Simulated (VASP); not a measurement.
Runs of VASP 6.6.1 on Sb. The structure is that of space group Pm-3m (No. 221), or close to it. The cells are those of the table. This isn't the form of Sb at room conditions, which is rhombohedral.

| task | level | potentials or basis | spin | fixed moment (μB) | cell | k mesh | cutoff (eV) | gap on the mesh (eV) | pressure (GPa) | moment (μB) | relaxed volume (Å³/atom) |
| --- | --- | --- | --- | --- | --- | --- | --- | --- | --- | --- | --- |
| single point | RPBE+D3(BJ) | VASP PAW PBE potentials, release 64 (Sb) | non-collinear, typed start | - | a = 2.860 Å, 1 atom | 6 × 6 × 6 | 520 | none | 0.2 | 0.00 | - |
| single point | LDA | VASP PAW LDA potentials, release 64 (Sb) | collinear, zero start | 0.0 | a = 3.049 Å, 1 atom | 8 × 8 × 8 | 520 | - | 0.2 | 0.00 | - |
| relaxation of cell and atoms | LDA | VASP PAW LDA potentials, release 64 (Sb) | collinear, zero start | 0.0 | relaxed from a = 3.202 Å, 1 atom | 8 × 8 × 8 | 600 | - | 0.0 | 0.00 | 28.45 |
| relaxation of cell and atoms | RPBE+D3(BJ) | VASP PAW PBE potentials, release 64 (Sb) | non-collinear, typed start | - | relaxed from a = 3.073 Å, 1 atom | 6 × 6 × 6 | 600 | none | 0.0 | 0.00 | (a) |

Alike in all rows: smearing gaussian 0.05 eV.

Q: Fill in the values left out.

A: (a) 23.44.

Caveats: some runs use coarse meshes; spin-orbit coupling is left out, which moves the levels of the heavy elements; the PAW data sets were made with another functional, which shifts forces and pressure a little (at least some runs); the total moment is fixed, so each spin has its own Fermi level (at least some runs); the volume moved by over 15 % at a fixed basis, so the end points are rough (at least some runs).

A k mesh can miss the band edges, and the runs leave out spin-orbit coupling on Sb.

A gap of «none» marks levels without a gap at the run's occupations.
